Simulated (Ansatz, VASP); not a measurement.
# Two plane-wave programs on HfC

File INCAR:

```
SYSTEM = HfC
PREC = Accurate
ENCUT = 600
EDIFF = 1E-6
ISMEAR = 0
SIGMA = 0.1
LREAL = .False.
LASPH = .True.
NELM = 60
ALGO = Normal
ISIF = 3
LWAVE = .False.
LCHARG = .False.
GGA = PE
IBRION = 2
NSW = 100
EDIFFG = -0.01
```

File KPOINTS:

```
regular mesh
0
Gamma
  20 20 20
  0 0 0
```

POSCAR

```
HfC
1.0
    0.0000000000      2.3171389100      2.3171389100
    2.3171389100      0.0000000000      2.3171389100
    2.3171389100      2.3171389100      0.0000000000
Hf C
1 1
Direct
    0.0000000000      0.0000000000      0.0000000000
    0.5000000000      0.5000000000      0.5000000000
```

Input for Ansatz:

```yaml
crystal:
  lattice:
    - [0.0, 2.31713891, 2.31713891]
    - [2.31713891, 0.0, 2.31713891]
    - [2.31713891, 2.31713891, 0.0]
  atoms:
    - { symbol: Hf, position: [0.0, 0.0, 0.0] }
    - { symbol: C, position: [0.5, 0.5, 0.5] }
basis:
  ecutwfc: 420
kpoints:
  mp_grid: { grid: [20, 20, 20] }
hamiltonian:
  xc: pbe
scf:
  occupations: { method: gaussian, width: 0.1 }
output:
  forces: true
  stress: true
  eigenvalues: true
  write_density: true
  write_potential: true
  elf: true
  volumetric_format: npy
relax:
  adjacent_minimum: "off"
  f_tol: 0.01
  max_steps: 80
  cell: { stress_tol: 0.05 }
```

Alike in both runs: task relaxation of cell and atoms; functional PBE; k mesh 20 × 20 × 20; occupations gaussian, width 0.1 eV; no spin polarisation.

|  | VASP | Ansatz |
| --- | --- | --- |
| version | VASP 6.6.1 | Ansatz 0.2.0 |
| potentials or method | VASP PAW PBE potentials, release 64 (Hf_pv, C), cutoff 600 eV | scalar-relativistic, plane waves, PAW |
| valence electrons in the cell | 14 | 30 |

VASP gave:

```
gap on the k mesh at the Fermi level, each at its own relaxed structure (eV) : none
relaxed volume (Å³/atom)                                                     : 12.54
relaxed cell length with the largest relative difference (Å)                 : 3.286
```

**Question.** Estimate Ansatz's values.

**Answer.** gap on the k mesh at the Fermi level, each at its own relaxed structure (eV): none; relaxed volume (Å³/atom): 12.58; relaxed cell length with the largest relative difference (Å): 3.289.

A gap of «none» marks a metal or a gap that the smearing closes. VASP's potentials hold 14 valence electrons a cell and Ansatz's 30, so a difference there can come from the potentials and not from the codes.

Spin-orbit coupling is off throughout.
